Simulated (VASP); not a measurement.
Input of a VASP 6.6.1 run:

The input INCAR:

```
SYSTEM = LuSc4Se3
ALGO = Normal
EDIFF = 1E-6
ENCUT = 520
GGA = PE
ISIF = 2
ISMEAR = 0
ISPIN = 2
LASPH = .TRUE.
LCHARG = .FALSE.
LMAXMIX = 4
LORBIT = 11
LREAL = .FALSE.
LWAVE = .FALSE.
MAGMOM = 0 1 1 1 1 0 0 0
NBANDS = 58
NELM = 150
PREC = Accurate
SIGMA = 0.1
```

KPOINTS

```
k-points
0
G
  4 4 4
  0 0 0
```

Contents of POSCAR:

```
LuSc4Se3
1.0
    5.6364234420      0.0000000000      0.0000000000
    0.0000000000      5.6364234420      0.0000000000
    0.0000000000      0.0000000000      5.6364234420
Lu Sc Se
1 4 3
Direct
    0.0000000000      0.0000000000      0.0000000000
    0.5000000000      0.0000000000      0.0000000000
    0.0000000000      0.5000000000      0.0000000000
    0.0000000000      0.0000000000      0.5000000000
    0.5000000000      0.5000000000      0.5000000000
    0.0000000000      0.5000000000      0.5000000000
    0.5000000000      0.0000000000      0.5000000000
    0.5000000000      0.5000000000      0.0000000000
```

Potentials or basis: VASP PAW PBE potentials, release 64 (Lu, Sc_sv, Se).

Run with:

```console
$ cat potpaw_PBE.64/Lu/POTCAR potpaw_PBE.64/Sc_sv/POTCAR potpaw_PBE.64/Se/POTCAR > POTCAR
$ mpirun -np 1 vasp_std > vasp.out
```

Question: Estimate the pressure.

Answer: 0.4 GPa.

Question: Predict the net moment.

Answer: 0.00 μB per cell.
